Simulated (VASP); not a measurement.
# WC (P-6m2) in VASP: a series of runs

The runs below take WC through single point, relaxation of cell and atoms, with PBEsol.

Program: VASP 6.6.1. These are calculated values, not measurements. Logs are shortened: lines on timing, memory, paths and dates and some standing lists are left out, and cuts for length are marked.

## (1) The cell of the first run

The structure is hexagonal, space group P-6m2 (No. 187). The conventional cell has a = 2.898 Å, b = 2.898 Å, c = 2.828 Å, α = 90.00°, β = 90.00°, γ = 120.00°. Within 2.9 Å of W (site symmetry -6m2) lie 6 C at 2.19 Å and 8 W at 2.83 to 2.90 Å. Within 2.9 Å of C (site symmetry -6m2) lie 6 W at 2.19 Å and 8 C at 2.83 to 2.90 Å.

## (2) Single point, PBEsol

INCAR reads:

```
SYSTEM = WC
  ALGO = Normal
  EDIFF = 1E-6
  ENCUT = 1300
  GGA = PS
  GGA_COMPAT = .False.
  ISIF = 2
  ISMEAR = 0
  LASPH = .True.
  LCHARG = .False.
  LREAL = .False.
  LWAVE = .False.
  NBANDS = 16
  NELM = 120
  PREC = Accurate
  SIGMA = 0.1
```

KPOINTS reads:

```
k-points
0
Gamma
  18 18 14
  0 0 0
```

POSCAR reads:

```
WC
1.0
    2.8984102022      0.0000000000      0.0000000000
   -1.4492051011      2.5100968657      0.0000000000
    0.0000000000      0.0000000000      2.8277797164
W C
1 1
Direct
    0.0000000000      0.0000000000      0.0000000000
    0.6666666667      0.3333333333      0.5000000000
```

Potentials or basis: VASP PAW PBE potentials, release 64 (W_sv, C_h).

Command:

```console
$ cat potpaw_PBE.64/W_sv/POTCAR potpaw_PBE.64/C_h/POTCAR > POTCAR
$ mpirun -np 1 vasp_std > vasp.out
```

OUTCAR:

```text
SYSTEM = WC
   EDIFF = 1E-6
   ENCUT = 1300
   GGA = PS
   ISIF = 2
   ISMEAR = 0
   LASPH = .True.
   LREAL = .False.
   NELM = 120
   PREC = Accurate

 ion  position               nearest neighbor table
   1  0.000  0.000  0.000-   2 2.19   2 2.19   2 2.19   2 2.19   2 2.19   2 2.19
   2  0.667  0.333  0.500-   1 2.19   1 2.19   1 2.19   1 2.19   1 2.19   1 2.19

  LATTYP: Found a hexagonal cell.
 ALAT       =     2.8984102022
 C/A-ratio  =     0.9756313010

  Lattice vectors:

 A1 = (   2.8984102022,   0.0000000000,   0.0000000000)
 A2 = (  -1.4492051011,   2.5100968657,   0.0000000000)
 A3 = (   0.0000000000,   0.0000000000,   2.8277797164)

Analysis of symmetry for initial positions (statically):
=====================================================================
 Subroutine PRICEL returns:
 Original cell was already a primitive cell.

 Routine SETGRP: Setting up the symmetry group for a
 hexagonal supercell.

 Subroutine GETGRP returns: Found 12 space group operations
 (whereof 12 operations were pure point group operations)
 out of a pool of 24 trial point group operations.

The static configuration has the point symmetry D_3h.

Analysis of symmetry for dynamics (positions and initial velocities):
=====================================================================
 Subroutine PRICEL returns:
 Original cell was already a primitive cell.

 Routine SETGRP: Setting up the symmetry group for a
 hexagonal supercell.

 Subroutine GETGRP returns: Found 12 space group operations
 (whereof 12 operations were pure point group operations)
 out of a pool of 24 trial point group operations.

The dynamic configuration has the point symmetry D_3h.

 Subroutine INISYM returns: Found 12 space group operations
 (whereof 12 operations are pure point group operations),
 and found     1 'primitive' translations

----------------------------------------------------------------------------------------

                                     Primitive cell

  volume of cell :      20.5729

  direct lattice vectors                    reciprocal lattice vectors
     2.898410202  0.000000000  0.000000000     0.345016726  0.199195500  0.000000000
    -1.449205101  2.510096866  0.000000000     0.000000000  0.398391000  0.000000000
     0.000000000  0.000000000  2.827779716     0.000000000  0.000000000  0.353634335

  length of vectors
     2.898410202  2.898410202  2.827779716     0.398391000  0.398391000  0.353634335

  position of ions in fractional coordinates (direct lattice)
     0.000000000  0.000000000  0.000000000
     0.666666667  0.333333333  0.500000000

  ion indices of the primitive-cell ions
   primitive index   ion index
                 1           1
                 2           2

----------------------------------------------------------------------------------------

 KPOINTS: k-points

Automatic generation of k-mesh.
 Grid dimensions read from file:
 generate k-points for:   18   18   14

 Generating k-lattice:

  Cartesian coordinates                     Fractional coordinates (reciprocal lattice)
     0.019167596  0.011066417  0.000000000     0.055555556 -0.000000000  0.000000000
     0.000000000  0.022132833  0.000000000     0.000000000  0.055555556  0.000000000
     0.000000000  0.000000000  0.025259595     0.000000000  0.000000000  0.071428571

  Length of vectors
     0.022132833  0.022132833  0.025259595

  Shift w.r.t. Gamma in fractional coordinates (k-lattice)
     0.000000000  0.000000000  0.000000000

 Subroutine IBZKPT returns following result:
 ===========================================

 Found    296 irreducible k-points:

 Following reciprocal coordinates:
            Coordinates               Weight
  0.000000  0.000000  0.000000      1.000000
  0.055556  0.000000  0.000000      6.000000
  0.111111  0.000000  0.000000      6.000000
  0.166667  0.000000  0.000000      6.000000
  0.222222  0.000000  0.000000      6.000000
  0.277778  0.000000  0.000000      6.000000
[... 16 lines left out ...]
  0.333333  0.111111  0.000000     12.000000
  0.388889  0.111111  0.000000     12.000000
 [... further k-points ...]
   k-points           NKPTS =    296   k-points in BZ     NKDIM =    296   number of bands    NBANDS=     16
   number of dos      NEDOS =    301   number of ions     NIONS =      2
   total plane-waves  NPLWV =  46656
   dimension x,y,z NGX =    36 NGY =   36 NGZ =   36
   dimension x,y,z NGXF=    72 NGYF=   72 NGZF=   72
   ions per type =               1   1
   NGX,Y,Z   is equivalent  to a cutoff of  20.65, 20.65, 21.16 a.u.
   NGXF,Y,Z  is equivalent  to a cutoff of  41.30, 41.30, 42.33 a.u.
 SYSTEM =  WC
   PREC   = accura    normal or accurate (medium, high low for compatibility)
   ISTART =      0    job   : 0-new  1-cont  2-samecut
   ICHARG =      2    charge: 1-file 2-atom 10-const
   ISPIN  =      1    spin polarized calculation?
   LNONCOLLINEAR =      F non collinear calculations
   LSORBIT =      F    spin-orbit coupling
   LASPH  =      T    aspherical Exc in radial PAW
   ENCUT  = 1300.0 eV  95.55 Ry    9.77 a.u.   8.52  8.52  8.31*2*pi/ulx,y,z
   NELM   =    120;   NELMIN=  2; NELMDL= -5     # of ELM steps
   EDIFF  = 0.1E-05   stopping-criterion for ELM
   LREAL  =      F    real-space projection
   EDIFFG = 0.1E-04   stopping-criterion for IOM
   NSW    =      0    number of steps for IOM
   IBRION =     -1    ionic relax: 0-MD 1-quasi-New 2-CG
   NFREE  =      0    steps in history (QN), initial steepest desc. (CG)
   ISIF   =      2    stress and relaxation
   ISYM   =      2    0-nonsym 1-usesym 2-fastsym
   POTIM  = 0.5000    time-step for ionic-motion
   TEBEG  =    0.0;   TEEND  =   0.0 temperature during run
   PSTRESS=    0.0 pullay stress
   NELECT =      18.0000    total number of electrons
   NUPDOWN=      -1.0000    fix difference up-down
   EMIN   =  10.00;   EMAX   =-10.00  energy-range for DOS
   EFERMI =   0.00;   METHOD = LEGACY
   ISMEAR =     0;   SIGMA  =   0.10  broadening in eV -4-tet -1-fermi 0-gaus
   EFERMI_NEDOS =   21; number of points for ismear=-14 and -15
   IALGO  =     38    algorithm
   IMIX   =      4    mixing-type and parameters
     AMIX     =   0.40;   BMIX     =  1.00
     AMIX_MAG =   1.60;   BMIX_MAG =  1.00
  volume/ion in A,a.u.               =      10.29        69.42
  Fermi-wavevector in a.u.,A,eV,Ry     =   1.565791  2.958915 33.357409  2.451700
  Thomas-Fermi vector in A             =   2.668215
   LORBIT       =      0    0 simple, 1 ext, 2 COOP (PROOUT), +10 PAW based schemes
   GGA     = PS    functional components
   LHFCALC =     F    Hartree Fock is set to
   AEXX    =    0.0000 exact exchange contribution
   IVDW    =     0    specifies the selected vdW correction
   LEPSILON=     F    determine dielectric tensor
   LRPA    =     F    only Hartree local field effects (RPA)
 non-spin polarized calculation
 Gauss-broadening in eV      SIGMA  =   0.10
  energy-cutoff  :     1300.00
  volume of cell :       20.57
 maximum number of plane-waves:      2248
 NGX is ok and might be reduce to    36
   NGX = 17   NGY = 17   NGZ = 17

 number of electron      18.0000000 magnetization

 Free energy of the ion-electron system (eV)
  ---------------------------------------------------
  ext. energy  EPLUGINS =         0.00000000
  ---------------------------------------------------
  free energy    TOTEN  =       -23.90751659 eV

  energy without entropy =      -23.90625321  energy(sigma->0) =      -23.90688490

 E-fermi :  11.3879     XC(G=0): -14.0151

 val. band max:       11.3473642417   @ k =   0.0556   0.0000   0.2143
 cond. band min:      11.4093604019   @ k =   0.4444   0.0000   0.5000
 fundamental gap:      0.0619961602
 Fermi energy:        11.3878959896

 k-point     1 :       0.0000    0.0000    0.0000
  band No.  band energies     occupation
      1     -62.5262      2.00000
      2     -26.5114      2.00000
      3     -26.4071      2.00000
      4     -26.4071      2.00000
      5      -3.1045      2.00000
      6       7.0109      2.00000
[... 8 lines left out ...]
     15      25.7806      0.00000
     16      28.1687      0.00000

 k-point     2 :       0.0556    0.0000    0.0000
  band No.  band energies     occupation
      1     -62.5244      2.00000
      2     -26.5080      2.00000
      3     -26.4341      2.00000
      4     -26.4132      2.00000
      5      -3.0213      2.00000
      6       7.0423      2.00000
[... 8 lines left out ...]
     15      25.5849      0.00000
     16      28.3433      0.00000

 k-point     3 :       0.1111    0.0000    0.0000
  band No.  band energies     occupation
      1     -62.5191      2.00000
      2     -26.5113      2.00000
      3     -26.4980      2.00000
      4     -26.4307      2.00000
      5      -2.7785      2.00000
      6       7.0194      2.00000
[... 8 lines left out ...]
     15      25.2606      0.00000
     16      28.8466      0.00000

 k-point     4 :       0.1667    0.0000    0.0000
  band No.  band energies     occupation
      1     -62.5110      2.00000
      2     -26.6278      2.00000
      3     -26.4827      2.00000
      4     -26.4574      2.00000
      5      -2.3952      2.00000
      6       6.6520      2.00000
[... 8 lines left out ...]
     15      25.0864      0.00000
     16      29.6227      0.00000
[... 324 lines left out ...]
 k-point    22 :       0.2778    0.1111    0.0000
  band No.  band energies     occupation
      1     -62.4778      2.00000
      2     -27.0455      2.00000
      3     -26.6071      2.00000
      4     -26.4195      2.00000
      5      -0.5715      2.00000
      6       5.0378      2.00000
[... 8 lines left out ...]
     15      26.5761      0.00000
     16      28.0519      0.00000

 k-point    23 :       0.3333    0.1111    0.0000
  band No.  band energies     occupation
      1     -62.4701      2.00000
      2     -27.1387      2.00000
      3     -26.6404      2.00000
      4     -26.4049      2.00000
      5      -0.0490      2.00000
      6       4.6964      2.00000
[... 8 lines left out ...]
     15      26.1205      0.00000
     16      28.2796      0.00000

 k-point    24 :       0.3889    0.1111    0.0000
  band No.  band energies     occupation
      1     -62.4651      2.00000
      2     -27.1989      2.00000
      3     -26.6621      2.00000
      4     -26.3953      2.00000
      5       0.3327      2.00000
      6       4.4692      2.00000
[... 8 lines left out ...]
     15      25.2649      0.00000
     16      28.9878      0.00000

 [... further k-points ...]

------------------------ aborting loop because EDIFF is reached ----------------------------------------

  FORCE on cell =-STRESS in cart. coord.  units (eV):
  Direction    XX          YY          ZZ          XY          YZ          ZX
  --------------------------------------------------------------------------------------
  -------------------------------------------------------------------------------------
  Total        0.1379859      0.1379859      0.1758161      0.0000000      0.0000000     -0.0000000
  in kB       10.7460611     10.7460611     13.6922025      0.0000000      0.0000000     -0.0000000
  external PRESSURE =      11.7281082 kB  Pullay stress =       0.0000000 kB

 VOLUME and BASIS-vectors are now :
 -----------------------------------------------------------------------------
  energy-cutoff  :     1300.00
  volume of cell :       20.57
      direct lattice vectors                 reciprocal lattice vectors
     2.898410202  0.000000000  0.000000000     0.345016726  0.199195500  0.000000000
    -1.449205101  2.510096866  0.000000000     0.000000000  0.398391000  0.000000000
     0.000000000  0.000000000  2.827779716     0.000000000  0.000000000  0.353634335

 POSITION                                       TOTAL-FORCE (eV/Angst)
 -----------------------------------------------------------------------------------
      0.00000      0.00000      0.00000         0.000000     -0.000000      0.000000
      1.44921      0.83670      1.41389        -0.000000      0.000000      0.000000
 -----------------------------------------------------------------------------------
    total drift:                               -0.000000      0.000000      0.000000

  FREE ENERGIE OF THE ION-ELECTRON SYSTEM (eV)
  ---------------------------------------------------
  free  energy   TOTEN  =       -23.9075165853 eV

  energy  without entropy=      -23.9062532109  energy(sigma->0) =      -23.90688490
```

Wall time 5 min (1 thread of Intel Xeon Platinum 8375C at 2.90GHz (Ice Lake), shared host); peak memory 0.51 GiB.

What came out:

```
Free energy            : -23.9075 eV
Pressure               : 1.2 GPa
Band gap on the k mesh : zero (bands 9 and 10 overlap by 1.24 eV)
```

Levels at points of the mesh, in eV from the Fermi level:
```
           k point  band 5  band 6  band 7  band 8  band 9  band 10  band 11  band 12  band 13  band 14
(0.00, 0.00, 0.00)  -14.49   -4.38   -3.37   -3.37    0.12     3.27     3.27     5.71     5.71     6.47
(0.50, 0.00, 0.00)  -11.09   -7.08   -3.65   -3.63   -0.44     2.36     4.59     4.96     6.93     9.75
(0.00, 0.00, 0.50)  -10.36   -8.73   -2.03   -2.03   -0.60    -0.60     3.74     4.55     4.55    10.02
(0.50, 0.00, 0.50)  -11.31   -6.52   -4.36   -4.20    0.31     4.50     5.40     6.75     9.31    10.24
```

Caveat: the PAW data sets were made with another functional, which shifts forces and pressure a little; spin-orbit coupling is left out, which moves the levels of the heavy elements.

[end of part 1 of 2]

The gap in the log of VASP goes by the Fermi energy; the results here count the filled bands.